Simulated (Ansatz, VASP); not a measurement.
**TiN: VASP beside Ansatz**

Contents of POSCAR:

```
TiN
1.0
    0.0000000000      2.1577534987      2.1577534987
    2.1577534987      0.0000000000      2.1577534987
    2.1577534987      2.1577534987      0.0000000000
Ti N
1 1
Direct
    0.0000000000      0.0000000000      0.0000000000
    0.5000000000      0.5000000000      0.5000000000
```

The input INCAR.step1:

```
PREC = Accurate
ENCUT = 520
ISMEAR = 0
SIGMA = 0.1
LREAL = F
LASPH = T
NELM = 80
NBANDS = 16
GGA = PE
ALGO = Normal
EDIFF = 1E-4
LWAVE = T
LCHARG = F
```

File INCAR.step2:

```
PREC = Accurate
ENCUT = 520
EDIFF = 1E-7
ISMEAR = 0
SIGMA = 0.1
LREAL = F
LASPH = T
NELM = 80
ALGO = Normal
ISIF = 2
LWAVE = F
LCHARG = F
METAGGA = R2SCAN
LMIXTAU = T
NBANDS = 16
ISTART = 1
```

KPOINTS

```
regular mesh
0
Gamma
  18 18 18
```

Input for Ansatz:

```yaml
crystal:
  lattice:
    - [0.0, 2.1577534987, 2.1577534987]
    - [2.1577534987, 0.0, 2.1577534987]
    - [2.1577534987, 2.1577534987, 0.0]
  atoms:
    - { symbol: Ti, position: [0.0, 0.0, 0.0] }
    - { symbol: "N", position: [0.5, 0.5, 0.5] }
basis:
  ecutwfc: 500
kpoints:
  mp_grid: { grid: [18, 18, 18] }
hamiltonian:
  xc: r2scan
scf:
  occupations: { method: gaussian, width: 0.1 }
output:
  forces: true
  stress: true
  eigenvalues: true
  write_density: true
  write_potential: true
  elf: true
  volumetric_format: npy
```

Alike in both runs: task single point; functional r2SCAN; k mesh 18 × 18 × 18; occupations gaussian, width 0.1 eV; no spin polarisation.

```csv
,VASP,Ansatz
version,VASP 6.6.1,Ansatz 0.2.0
potentials or method,"VASP PAW PBE potentials, release 64 (Ti_sv, N), cutoff 520 eV","scalar-relativistic, plane waves, PAW"
valence electrons in the cell,17,17
```

Ansatz gave:

```
gap on the k mesh at the Fermi level (eV) : none
pressure (GPa)                            : -15.2
```

Task: Which values does VASP return?

Result: gap on the k mesh at the Fermi level (eV): none; pressure (GPa): -14.0.

VASP's potentials were made for PBE, not for r2SCAN. A gap of «none» marks a metal or a gap that the smearing closes.
